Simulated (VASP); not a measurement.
A run of VASP 6.6.1:

Contents of INCAR:

```
PREC = Accurate ; ENCUT = 520
EDIFF = 1E-6 ; ISMEAR = -1
SIGMA = 0.02 ; LREAL = Auto
LASPH = True ; NELM = 100
ALGO = Normal ; ISIF = 2
LWAVE = False ; LCHARG = False
GGA = PE ; IVDW = 12
NBANDS = 26
```

KPOINTS

```
Automatic mesh
0
Gamma
  1 1 1
```

POSCAR

```
H
1.0
    6.6943300000      0.0000000000      0.0000000000
    0.0000000000      6.6943300000      0.0000000000
    0.0000000000      0.0000000000      6.6943300000
H
20
Direct
    0.5133448754      1.0622123499      0.4859336185
    0.5593091467      1.1267744494      0.5599962954
    0.7571332755      0.3768711731     -0.0949609595
    0.6722704139      0.3172834324     -0.0498481551
    0.7769858970      0.7835287475      0.7154114004
    0.7476775122      0.7660811463      0.8301353534
    0.0339242314      0.0260518977     -0.0316835292
   -0.0327590663      0.0859383986      0.0294428270
    0.8861379705      0.7699351541      0.4044019342
    0.8727385713      0.6782456198      0.3372406200
    0.5164370445      0.8976253038      0.1164119486
    0.5980284808      0.8409504760      0.1780760733
    0.2870787667      0.4428075700      0.8069814306
    0.2462979865      0.3974706953      0.7083457194
    0.2226212332      0.6591548370      0.9812483101
    0.1661405996      0.6458749419      1.0800931535
    0.4096153013      0.4686503354      0.3435594003
    0.3369269217      0.5115373757      0.2694817853
   -0.0483543536      0.3843103044      0.4638253567
    0.0318627854      0.3588111133      0.3939901379
```

Potentials or basis: VASP PAW PBE potentials, release 64 (H).

Run with:

```bash
$ cat potpaw_PBE.64/H/POTCAR > POTCAR
$ mpirun -np 1 vasp_gam > vasp.out
```

Hardware: 1 thread of AMD EPYC 7R13 Processor (Zen 3), with other jobs on the host.

Q: Estimate the wall time of this run.

A: It took 18 s on 1 thread of AMD EPYC 7R13 Processor (Zen 3), on a shared host, peak memory 0.28 GiB. Counts: scf iterations 14, k points 1.
